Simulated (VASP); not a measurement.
A run of VASP 6.6.1:

INCAR

```
PREC = Accurate ; ENCUT = 520
EDIFF = 1E-6 ; ISMEAR = 0
SIGMA = 0.15 ; LREAL = False
LASPH = True ; NELM = 60
ALGO = Normal ; ISIF = 2
LWAVE = False ; LCHARG = False
GGA = PS ; NBANDS = 18
```

Contents of KPOINTS:

```
regular mesh
0
Gamma
  16 16 16
```

Contents of POSCAR:

```
ScCu
1.0
    3.2560000000      0.0000000000      0.0000000000
    0.0000000000      3.2560000000      0.0000000000
    0.0000000000      0.0000000000      3.2560000000
Sc Cu
1 1
Direct
    0.5000000000      0.5000000000      0.5000000000
    0.0000000000      0.0000000000      0.0000000000
```

Potentials or basis: VASP PAW PBE potentials, release 64 (Sc_sv, Cu).

Command:

```console
$ cat potpaw_PBE.64/Sc_sv/POTCAR potpaw_PBE.64/Cu/POTCAR > POTCAR
$ mpirun -np 1 vasp_std > vasp.out
```

Hardware: 1 thread of Intel Xeon 8259CL, with other jobs on the host.

How long does it take, and how much memory?

It took 68 s on 1 thread of Intel Xeon 8259CL, on a shared host, peak memory 0.22 GiB. Counts: scf iterations 14, k points 165.
